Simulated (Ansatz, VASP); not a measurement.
## One calculation of Al2O5, two programs

```
Al O
1.0
     4.87576   -1.49258   -0.88429
     4.87576    1.49258   -0.88429
    -5.24900    0.00000    6.41616
Al O
2 5
Direct
  0.41279 0.41279 0.68595
  0.58721 0.58721 0.31405
  0.63488 0.63488 0.01660
  0.36512 0.36512 0.98340
  0.00000 0.00000 0.00000
  0.12294 0.12294 0.45591
  0.87706 0.87706 0.54409
```

Alike in both runs: task electric field gradients; functional PBEsol; k mesh 12 × 12 × 8; no spin polarisation.

|  | VASP | Ansatz |
| --- | --- | --- |
| version | VASP 6.6.1 | Ansatz 0.2.0 |
| potentials or method | VASP PAW PBE potentials, release 64 (Al, O), cutoff 520 eV | scalar-relativistic, plane waves, PAW |
| occupations | gaussian, width 0.01 eV | fixed |
| valence electrons in the cell | 36 | 36 |

|  | VASP | Ansatz | Ansatz less VASP |
| --- | --- | --- | --- |
| gap on the k mesh at the Fermi level (eV) | 0.35 | 0.35 | +0.003 |
| least direct gap on the mesh (eV) | 0.63 | 0.63 | +0.006 |
| pressure (GPa) | 0.2 | 0.0 | -0.22 |
| traceless stress, the component that is largest in VASP (GPa) | -0.31 | 0.00 | +0.303 |
| rms of the force components (eV/Å) | 0.016 | 0.000 | -0.0161 |
| size of Vzz on the site where it differs most (V/Å²) | 300.5 | 293.5 | -6.99 |

VASP's potentials were made for PBE, not for PBEsol. Atom by atom the forces differ by 0.017 eV/Å (rms over components).
